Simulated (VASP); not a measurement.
# PbSe (Fm-3m) in VASP: further runs

Aim: see how the results for PbSe move with the level of theory and the settings. Levels: PBE, r2SCAN, HSE06. Tasks: single point.

Everything below comes from runs of VASP 6.6.1. Logs are shortened: lines on timing, memory, paths and dates and some standing lists are left out, and cuts for length are marked.

## Step 1: The cell of the first run

It takes space group Fm-3m (No. 225, cubic). The conventional cell has a = 6.177 Å, b = 6.177 Å, c = 6.177 Å, α = 90.00°, β = 90.00°, γ = 90.00°. Pb (site symmetry m-3m) has 6 Se at 3.09 Å within 4.1 Å. Se (site symmetry m-3m) has 6 Pb at 3.09 Å within 4.1 Å.

## Step 2: Single point, PBE

File INCAR:

```
ALGO = Normal
EDIFF = 1E-6
ENCUT = 520
GGA = PE
ISIF = 2
ISMEAR = 0
LASPH = T
LCHARG = F
LREAL = F
LWAVE = F
NBANDS = 17
NELM = 100
PREC = Accurate
SIGMA = 0.01
```

File KPOINTS:

```
k-points
0
Gamma
  4 4 4
```

File POSCAR:

```
PbSe
1.0
    0.0000000000      3.0887022143      3.0887022143
    3.0887022143      0.0000000000      3.0887022143
    3.0887022143      3.0887022143      0.0000000000
Pb Se
1 1
Direct
    0.0000000000      0.0000000000      0.0000000000
    0.5000000000      0.5000000000      0.5000000000
```

Potentials or basis: VASP PAW PBE potentials, release 64 (Pb_d, Se).

Started as:

```console
$ cat potpaw_PBE.64/Pb_d/POTCAR potpaw_PBE.64/Se/POTCAR > POTCAR
$ mpirun -np 1 vasp_std > vasp.out
```

OUTCAR:

```text
EDIFF = 1E-6
   ENCUT = 520
   GGA = PE
   ISIF = 2
   ISMEAR = 0
   LASPH = T
   LREAL = F
   NELM = 100
   PREC = Accurate

 ion  position               nearest neighbor table
   1  0.000  0.000  0.000-   2 3.09   2 3.09   2 3.09   2 3.09   2 3.09   2 3.09
   2  0.500  0.500  0.500-   1 3.09   1 3.09   1 3.09   1 3.09   1 3.09   1 3.09

  LATTYP: Found a face centered cubic cell.
 ALAT       =     6.1774044286

  Lattice vectors:

 A1 = (   0.0000000000,   3.0887022143,   3.0887022143)
 A2 = (   3.0887022143,   0.0000000000,   3.0887022143)
 A3 = (   3.0887022143,   3.0887022143,   0.0000000000)

Analysis of symmetry for initial positions (statically):
=====================================================================
 Subroutine PRICEL returns:
 Original cell was already a primitive cell.

 Routine SETGRP: Setting up the symmetry group for a
 face centered cubic supercell.

 Subroutine GETGRP returns: Found 48 space group operations
 (whereof 48 operations were pure point group operations)
 out of a pool of 48 trial point group operations.

The static configuration has the point symmetry O_h .

Analysis of symmetry for dynamics (positions and initial velocities):
=====================================================================
 Subroutine PRICEL returns:
 Original cell was already a primitive cell.

 Routine SETGRP: Setting up the symmetry group for a
 face centered cubic supercell.

 Subroutine GETGRP returns: Found 48 space group operations
 (whereof 48 operations were pure point group operations)
 out of a pool of 48 trial point group operations.

The dynamic configuration has the point symmetry O_h .

 Subroutine INISYM returns: Found 48 space group operations
 (whereof 48 operations are pure point group operations),
 and found     1 'primitive' translations

----------------------------------------------------------------------------------------

                                     Primitive cell

  volume of cell :      58.9329

  direct lattice vectors                    reciprocal lattice vectors
     0.000000000  3.088702214  3.088702214    -0.161880287  0.161880287  0.161880287
     3.088702214  0.000000000  3.088702214     0.161880287 -0.161880287  0.161880287
     3.088702214  3.088702214  0.000000000     0.161880287  0.161880287 -0.161880287
[... 62 lines left out ...]
   LNONCOLLINEAR =      F non collinear calculations
   LSORBIT =      F    spin-orbit coupling
   LASPH  =      T    aspherical Exc in radial PAW
   ENCUT  =  520.0 eV  38.22 Ry    6.18 a.u.   8.12  8.12  8.12*2*pi/ulx,y,z
   NELM   =    100;   NELMIN=  2; NELMDL= -5     # of ELM steps
   EDIFF  = 0.1E-05   stopping-criterion for ELM
   LREAL  =      F    real-space projection
   EDIFFG = 0.1E-04   stopping-criterion for IOM
   NSW    =      0    number of steps for IOM
   IBRION =     -1    ionic relax: 0-MD 1-quasi-New 2-CG
   NFREE  =      0    steps in history (QN), initial steepest desc. (CG)
   ISIF   =      2    stress and relaxation
   ISYM   =      2    0-nonsym 1-usesym 2-fastsym
   POTIM  = 0.5000    time-step for ionic-motion
   TEBEG  =    0.0;   TEEND  =   0.0 temperature during run
   PSTRESS=    0.0 pullay stress
   NELECT =      20.0000    total number of electrons
   NUPDOWN=      -1.0000    fix difference up-down
   EMIN   =  10.00;   EMAX   =-10.00  energy-range for DOS
   EFERMI =   0.00;   METHOD = LEGACY
   ISMEAR =     0;   SIGMA  =   0.01  broadening in eV -4-tet -1-fermi 0-gaus
   EFERMI_NEDOS =   21; number of points for ismear=-14 and -15
   IALGO  =     38    algorithm
   IMIX   =      4    mixing-type and parameters
     AMIX     =   0.40;   BMIX     =  1.00
     AMIX_MAG =   1.60;   BMIX_MAG =  1.00
  volume/ion in A,a.u.               =      29.47       198.85
  Fermi-wavevector in a.u.,A,eV,Ry     =   1.141911  2.157898 17.741452  1.303960
  Thomas-Fermi vector in A             =   2.278610
   LORBIT       =      0    0 simple, 1 ext, 2 COOP (PROOUT), +10 PAW based schemes
   GGA     = PE    functional components
   LHFCALC =     F    Hartree Fock is set to
   AEXX    =    0.0000 exact exchange contribution
   IVDW    =     0    specifies the selected vdW correction
   LEPSILON=     F    determine dielectric tensor
   LRPA    =     F    only Hartree local field effects (RPA)
 non-spin polarized calculation
 Gauss-broadening in eV      SIGMA  =   0.01
  energy-cutoff  :      520.00
  volume of cell :       58.93
 maximum number of plane-waves:      1604
   NGX = 17   NGY = 17   NGZ = 17

 number of electron      19.9999993 magnetization

 Free energy of the ion-electron system (eV)
  ---------------------------------------------------
  ext. energy  EPLUGINS =         0.00000000
  ---------------------------------------------------
  free energy    TOTEN  =        -8.18537079 eV

  energy without entropy =       -8.18537079  energy(sigma->0) =       -8.18537079

 E-fermi :   4.7793     XC(G=0):  -9.4075

 val. band max:        4.7098072717   @ k =   0.5000   0.0000   0.0000
 cond. band min:       5.0893759942   @ k =   0.5000   0.0000   0.0000
 fundamental gap:      0.3795687225
 Fermi energy:         4.7792850897

 k-point     1 :       0.0000    0.0000    0.0000
  band No.  band energies     occupation
      1     -12.0629      2.00000
      2     -12.0629      2.00000
      3     -12.0629      2.00000
      4     -12.0580      2.00000
      5     -12.0580      2.00000
      6      -8.6345      2.00000
[... 137 lines left out ...]
      4     -12.0517      2.00000
      5     -12.0229      2.00000
      6      -7.2723      2.00000
[... 9 lines left out ...]
     16      16.4130      0.00000
     17      17.2809      0.00000

------------------------ aborting loop because EDIFF is reached ----------------------------------------

  FORCE on cell =-STRESS in cart. coord.  units (eV):
  Direction    XX          YY          ZZ          XY          YZ          ZX
  --------------------------------------------------------------------------------------
  -------------------------------------------------------------------------------------
  Total        0.3445953      0.3445953      0.3445953      0.0000000      0.0000000     -0.0000000
  in kB        9.3683210      9.3683210      9.3683210      0.0000000      0.0000000     -0.0000000
  external PRESSURE =       9.3683210 kB  Pullay stress =       0.0000000 kB

 VOLUME and BASIS-vectors are now :
 -----------------------------------------------------------------------------
  energy-cutoff  :      520.00
  volume of cell :       58.93
      direct lattice vectors                 reciprocal lattice vectors
     0.000000000  3.088702214  3.088702214    -0.161880287  0.161880287  0.161880287
     3.088702214  0.000000000  3.088702214     0.161880287 -0.161880287  0.161880287
     3.088702214  3.088702214  0.000000000     0.161880287  0.161880287 -0.161880287

 POSITION                                       TOTAL-FORCE (eV/Angst)
 -----------------------------------------------------------------------------------
      0.00000      0.00000      0.00000        -0.000000     -0.000000      0.000000
      3.08870      3.08870      3.08870         0.000000      0.000000     -0.000000
 -----------------------------------------------------------------------------------
    total drift:                                0.000000     -0.000000     -0.000000

  FREE ENERGIE OF THE ION-ELECTRON SYSTEM (eV)
  ---------------------------------------------------
  free  energy   TOTEN  =        -8.1853707891 eV

  energy  without entropy=       -8.1853707891  energy(sigma->0) =       -8.18537079
```

OSZICAR:

```text
N       E                     dE             d eps       ncg     rms          rms(c)
DAV:   1     0.161889050431E+03    0.16189E+03   -0.95148E+03   272   0.119E+03
DAV:   2     0.351637260954E+01   -0.15837E+03   -0.15287E+03   273   0.305E+02
DAV:   3    -0.824087452533E+01   -0.11757E+02   -0.11682E+02   386   0.896E+01
DAV:   4    -0.848359881126E+01   -0.24272E+00   -0.24264E+00   320   0.151E+01
DAV:   5    -0.849244437928E+01   -0.88456E-02   -0.88452E-02   388   0.278E+00    0.272E+00
DAV:   6    -0.818695830222E+01    0.30549E+00   -0.79264E-01   420   0.579E+00    0.151E+00
DAV:   7    -0.818238000698E+01    0.45783E-02   -0.12206E-01   324   0.165E+00    0.852E-01
DAV:   8    -0.818581966614E+01   -0.34397E-02   -0.14168E-02   352   0.127E+00    0.194E-01
DAV:   9    -0.818527844509E+01    0.54122E-03   -0.30107E-03   399   0.505E-01    0.552E-02
DAV:  10    -0.818536460626E+01   -0.86161E-04   -0.22995E-04   305   0.865E-02    0.204E-02
DAV:  11    -0.818537056723E+01   -0.59610E-05   -0.50971E-05   366   0.708E-02    0.625E-03
DAV:  12    -0.818537078908E+01   -0.22184E-06   -0.29950E-06   323   0.135E-02
   1 F= -.81853708E+01 E0= -.81853708E+01  d E =-.382987E-24
```

stdout:

```text
POSCAR found type information on POSCAR PbSe
 POSCAR found :  2 types and       2 ions
 scaLAPACK will be used
 LDA part: xc-table for (Slater+PW92), standard interpolation
 POSCAR, INCAR and KPOINTS ok, starting setup
 FFT: planning ... GRIDC
 FFT: planning ... GRID_SOFT
 FFT: planning ... GRID
 WAVECAR not read
 entering main loop
```

Wall time 10 s (1 thread of Intel Xeon 8259CL, shared host); peak memory 0.17 GiB.

Results:

```
Free energy            : -8.1854 eV
Pressure               : 0.9 GPa
Band gap on the k mesh : 0.38 eV, direct
```

Levels at points of the mesh, in eV from the valence-band top:
```
           k point  band 8  band 9  band 10  band 11  band 12  band 13
(0.00, 0.00, 0.00)   -1.73   -1.73    -1.73     4.67     4.67     4.67
(0.50, 0.00, 0.00)   -1.34   -1.34     0.00     0.38     1.78     1.78
(0.50, 0.50, 0.00)   -4.74   -3.04    -3.04     3.83     5.53     5.53
```

Caveat: the k points lie up to 0.44 Å⁻¹ apart; spin-orbit coupling is left out, which moves the levels of the heavy elements. A k mesh can miss the band edges.

## Step 3: Single point, r2SCAN

POSCAR is that of step 2.

File INCAR.step1:

```
SYSTEM = PbSe
PREC = Accurate
ENCUT = 520
ISMEAR = 0
SIGMA = 0.01
LREAL = .False.
LASPH = .True.
NELM = 80
NBANDS = 17
GGA = PE
ALGO = Normal
EDIFF = 1E-4
LWAVE = .True.
LCHARG = .False.
```

File INCAR.step2:

```
SYSTEM = PbSe
PREC = Accurate
ENCUT = 520
EDIFF = 1E-6
ISMEAR = 0
SIGMA = 0.01
LREAL = .False.
LASPH = .True.
NELM = 80
ALGO = Normal
ISIF = 2
LWAVE = .False.
LCHARG = .False.
METAGGA = R2SCAN
LMIXTAU = .True.
NBANDS = 17
ISTART = 1
```

File KPOINTS:

```
Automatic mesh
0
Gamma
  4 4 4
  0 0 0
```

Potentials or basis: VASP PAW PBE potentials, release 64 (Pb_d, Se).

Started as:

```console
$ cat potpaw_PBE.64/Pb_d/POTCAR potpaw_PBE.64/Se/POTCAR > POTCAR
$ cp INCAR.step1 INCAR
$ mpirun -np 1 vasp_std > vasp.out
$ cp INCAR.step2 INCAR
$ mpirun -np 1 vasp_std > vasp.out
```

OUTCAR:

```text
SYSTEM = PbSe
   PREC = Accurate
   ENCUT = 520
   EDIFF = 1E-6
   ISMEAR = 0
   LREAL = .False.
   LASPH = .True.
   NELM = 80
   ISIF = 2
   METAGGA = R2SCAN
   ISTART = 1

 ion  position               nearest neighbor table
   1  0.000  0.000  0.000-   2 3.09   2 3.09   2 3.09   2 3.09   2 3.09   2 3.09
   2  0.500  0.500  0.500-   1 3.09   1 3.09   1 3.09   1 3.09   1 3.09   1 3.09

  LATTYP: Found a face centered cubic cell.
 ALAT       =     6.1774044286

  Lattice vectors:

[... 329 lines left out ...]

  FORCE on cell =-STRESS in cart. coord.  units (eV):
  Direction    XX          YY          ZZ          XY          YZ          ZX
  --------------------------------------------------------------------------------------
  -------------------------------------------------------------------------------------
  Total        0.0195952      0.0195952      0.0195952     -0.0000000     -0.0000000     -0.0000000
  in kB        0.5327250      0.5327250      0.5327250     -0.0000000     -0.0000000     -0.0000000
  external PRESSURE =       0.5327250 kB  Pullay stress =       0.0000000 kB

 VOLUME and BASIS-vectors are now :
 -----------------------------------------------------------------------------
  energy-cutoff  :      520.00
  volume of cell :       58.93
      direct lattice vectors                 reciprocal lattice vectors
     0.000000000  3.088702214  3.088702214    -0.161880287  0.161880287  0.161880287
     3.088702214  0.000000000  3.088702214     0.161880287 -0.161880287  0.161880287
     3.088702214  3.088702214  0.000000000     0.161880287  0.161880287 -0.161880287

 POSITION                                       TOTAL-FORCE (eV/Angst)
 -----------------------------------------------------------------------------------
      0.00000      0.00000      0.00000         0.000000     -0.000000     -0.000000
      3.08870      3.08870      3.08870         0.000000      0.000000      0.000000
 -----------------------------------------------------------------------------------
    total drift:                                0.000000     -0.000000     -0.000000

  FREE ENERGIE OF THE ION-ELECTRON SYSTEM (eV)
  ---------------------------------------------------
  free  energy   TOTEN  =       -71.9290706532 eV

  energy  without entropy=      -71.9290706532  energy(sigma->0) =      -71.92907065
```

OSZICAR.step1:

```text
N       E                     dE             d eps       ncg     rms          rms(c)
DAV:   1     0.161889050431E+03    0.16189E+03   -0.95148E+03   272   0.119E+03
DAV:   2     0.351637260954E+01   -0.15837E+03   -0.15287E+03   273   0.305E+02
DAV:   3    -0.824087452533E+01   -0.11757E+02   -0.11682E+02   386   0.896E+01
DAV:   4    -0.848359881126E+01   -0.24272E+00   -0.24264E+00   320   0.151E+01
DAV:   5    -0.849244437928E+01   -0.88456E-02   -0.88452E-02   388   0.278E+00    0.272E+00
DAV:   6    -0.818695830222E+01    0.30549E+00   -0.79264E-01   420   0.579E+00    0.151E+00
DAV:   7    -0.818238000698E+01    0.45783E-02   -0.12206E-01   324   0.165E+00    0.852E-01
DAV:   8    -0.818581966614E+01   -0.34397E-02   -0.14168E-02   352   0.127E+00    0.194E-01
DAV:   9    -0.818527824531E+01    0.54142E-03   -0.30087E-03   391   0.505E-01    0.551E-02
DAV:  10    -0.818536453197E+01   -0.86287E-04   -0.23162E-04   305   0.869E-02
   1 F= -.81853645E+01 E0= -.81853645E+01  d E =-.417577E-23
```

It took 37 s on 1 thread of Intel Xeon 8259CL, shared host; peak memory 0.19 GiB.

Results:

```yaml
Free_energy: -71.9291 eV
Pressure: 0.1 GPa
Band_gap_on_the_k_mesh: 0.67 eV, direct
```

Levels at points of the mesh, in eV from the valence-band top:
```csv
k point,band 8,band 9,band 10,band 11,band 12,band 13
"(0.00, 0.00, 0.00)",-1.87,-1.87,-1.87,5.00,5.00,5.00
"(0.50, 0.00, 0.00)",-1.48,-1.48,0.00,0.67,2.00,2.00
"(0.50, 0.50, 0.00)",-4.89,-3.19,-3.19,4.16,5.91,5.91
```

Caveat: the k points lie up to 0.44 Å⁻¹ apart; the PAW data sets were made with another functional, which shifts forces and pressure a little; spin-orbit coupling is left out, which moves the levels of the heavy elements. A k mesh can miss the band edges.

## Step 4: Single point, PBE

File INCAR:

```
ALGO     = Normal         # electronic algorithm
EDIFF    = 1E-6           # SCF threshold, eV
ENCUT    = 520            # plane-wave cutoff, eV
GGA      = PE             # functional
ISIF     = 2              # what is computed and relaxed
ISMEAR   = 0              # smearing method
LASPH    = T              # aspherical terms in the spheres
LCHARG   = F              # write CHGCAR
LREAL    = F              # projectors in reciprocal space
LWAVE    = F              # write WAVECAR
NBANDS   = 17             # bands
NELM     = 80             # most SCF steps
PREC     = Accurate       # precision mode
SIGMA    = 0.01           # smearing width, eV
```

File KPOINTS:

```
k-points
0
Gamma
  6 6 6
```

POSCAR is that of step 3.

Started as:

```console
$ cat potpaw_PBE.64/Pb_d/POTCAR potpaw_PBE.64/Se/POTCAR > POTCAR
$ mpirun -np 1 vasp_std > vasp.out
```

Wall time 15 s (1 thread of Intel Xeon 8259CL, shared host); peak memory 0.17 GiB.

The run converged. Its results:

```yaml
Free_energy: -8.1978 eV
Pressure: 0.9 GPa
Band_gap_on_the_k_mesh: 0.38 eV, direct
```

Levels at points of the mesh, in eV from the valence-band top:
```tsv
k point	band 6	band 7	band 8	band 9	band 10	band 11	band 12	band 13	band 14	band 15
(0.00, 0.00, 0.00)	-13.35	-6.33	-1.73	-1.73	-1.73	4.67	4.67	4.67	6.60	6.60
(0.50, 0.00, 0.00)	-12.34	-8.63	-1.35	-1.35	0.00	0.38	1.78	1.78	8.54	10.13
(0.50, 0.50, 0.00)	-12.01	-7.32	-4.74	-3.04	-3.04	3.83	5.53	5.53	5.95	11.26
```

Caveat: spin-orbit coupling is left out, which moves the levels of the heavy elements. A k mesh can miss the band edges.

## Step 5: Single point, HSE06

POSCAR is that of step 4.

File INCAR.step1:

```
SYSTEM = PbSe
  ALGO = Normal
  EDIFF = 1E-5
  ENCUT = 520
  GGA = PE
  ISIF = 2
  ISMEAR = 0
  LASPH = .TRUE.
  LCHARG = .FALSE.
  LREAL = .FALSE.
  LWAVE = .TRUE.
  NBANDS = 17
  NELM = 80
  PREC = Accurate
  SIGMA = 0.01
```

File INCAR.step2:

```
SYSTEM = PbSe
  ALGO = Normal
  EDIFF = 1E-6
  ENCUT = 520
  GGA = PE
  HFSCREEN = 0.2079
  ISIF = 2
  ISMEAR = 0
  ISTART = 1
  LASPH = .TRUE.
  LCHARG = .FALSE.
  LHFCALC = .TRUE.
  LREAL = .FALSE.
  LWAVE = .FALSE.
  NBANDS = 17
  NELM = 80
  PREC = Accurate
  PRECFOCK = Normal
  SIGMA = 0.01
```

File KPOINTS:

```
k-points
0
G
  4 4 4
  0 0 0
```

Started as:

```console
$ cat potpaw_PBE.64/Pb_d/POTCAR potpaw_PBE.64/Se/POTCAR > POTCAR
$ cp INCAR.step1 INCAR
$ mpirun -np 1 vasp_std > vasp.out
$ cp INCAR.step2 INCAR
$ mpirun -np 1 vasp_std > vasp.out
```

It took 26 min on 1 thread of Intel Xeon 8259CL, shared host; peak memory 0.3 GiB.

Results (log left out):

| Item | Value |
| --- | --- |
| Free energy | -9.7271 eV |
| Pressure | -0.2 GPa |
| Band gap on the k mesh | 0.81 eV, direct |

Levels at points of the mesh, in eV from the valence-band top:
| k point | band 6 | band 7 | band 8 | band 9 | band 10 | band 11 | band 12 | band 13 | band 14 | band 15 |
| --- | --- | --- | --- | --- | --- | --- | --- | --- | --- | --- |
| (0.00, 0.00, 0.00) | -14.76 | -6.67 | -2.03 | -2.03 | -2.03 | 5.45 | 5.45 | 5.45 | 7.24 | 7.24 |
| (0.50, 0.00, 0.00) | -13.65 | -9.41 | -1.63 | -1.63 | 0.00 | 0.81 | 2.26 | 2.26 | 9.32 | 11.01 |
| (0.50, 0.50, 0.00) | -13.28 | -7.83 | -5.33 | -3.46 | -3.46 | 4.30 | 6.38 | 6.38 | 6.83 | 12.18 |

Caveat: the k points lie up to 0.44 Å⁻¹ apart; the PAW data sets were made with another functional, which shifts forces and pressure a little; spin-orbit coupling is left out, which moves the levels of the heavy elements. A k mesh can miss the band edges.

## Step 6: Overview

```tsv
level	k mesh	grid for exact exchange (PRECFOCK)	screening parameter	gap on the mesh (eV)	pressure (GPa)
PBE	4 × 4 × 4	-	-	0.38	0.9
r2SCAN	4 × 4 × 4	-	-	0.67	0.1
PBE	6 × 6 × 6	-	-	0.38	0.9
HSE06	4 × 4 × 4	Normal	0.2079 1/Å	0.81	-0.2
```

Alike in all rows: task single point; potentials or basis VASP PAW PBE potentials, release 64 (Pb_d, Se); no spin polarisation; cell as given; cutoff (eV) 520; smearing gaussian 0.01 eV.

Caveats: some runs use coarse meshes; spin-orbit coupling is left out, which moves the levels of the heavy elements; the PAW data sets were made with another functional, which shifts forces and pressure a little (some runs).

Absolute energies hang on the potentials; compare differences alone.
